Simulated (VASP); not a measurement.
Wanted: the native input for a VASP 6.6.1 run.

```
Task                   : single point
Functional             : PBE
Potentials or basis    : VASP PAW PBE potentials, release 64 (Li_sv)
Cutoff                 : 520 eV
k mesh                 : 3 × 3 × 3
Occupations            : fermi-dirac, width 0.15 eV
Spin                   : no spin polarisation
Dipole correction      : no
Further INCAR settings : LREAL = Auto; ALGO = Normal; EDIFF = 1e-06; NBANDS = 40
```

The structure of Li (a cell with a defect) lies in POSCAR:

```
Li
1.0
    6.9800000000      0.0000000000      0.0000000000
    0.0000000000      6.9800000000      0.0000000000
    0.0000000000      0.0000000000      6.9800000000
Li
17
Direct
    0.0009280802     -0.0179901146      0.0127680516
    0.5085095989     -0.0013829513      0.0272333811
    0.0255789398      0.4971674785     -0.0234641834
    0.0461312321      0.0239575931      0.5041383954
    0.2312657593      0.2725723496      0.2368726361
    0.4883183381      0.4719851003     -0.0060815186
    0.4459697708      0.0750909742      0.4986063037
    0.7662151862      0.2500320917      0.2506068768
    0.0042143266      0.5080418338      0.5150242120
    0.2657287966      0.7450846705      0.2568012894
    0.2456968481      0.2456147564      0.7751505731
    0.5038210602      0.4947037249      0.5059285100
    0.7640653295      0.6670881089      0.1910885387
    0.7583000000      0.2358839542      0.7532124642
    0.2740065903      0.7625222063      0.7491127507
    0.7394160458      0.7246157593      0.7930095989
    0.7220591691      0.8721825215      0.4623191977
```

One way to write it, as run:

INCAR

```
PREC = Accurate ; ENCUT = 520
EDIFF = 1E-6 ; ISMEAR = -1
SIGMA = 0.15 ; LREAL = Auto
LASPH = True ; NELM = 60
ALGO = Normal ; ISIF = 2
LWAVE = False ; LCHARG = False
GGA = PE ; NBANDS = 40
```

KPOINTS

```
regular mesh
0
Gamma
  3 3 3
```

Potentials or basis: VASP PAW PBE potentials, release 64 (Li_sv).

Launch:

```console
$ cat potpaw_PBE.64/Li_sv/POTCAR > POTCAR
$ mpirun -np 1 vasp_std > vasp.out
```

Results of the run:

```json
{
  "Largest force": "0.070 eV/Å",
  "Band gap on the k mesh": "zero (an odd number of electrons rules out a gap without spin polarisation)"
}
```

Run time: 4.7 min on 1 thread of Intel(R) Xeon(R) Platinum 8259CL CPU @ 2.50GHz (Skylake/Cascade Lake) (shared host), peak memory 0.4 GiB.
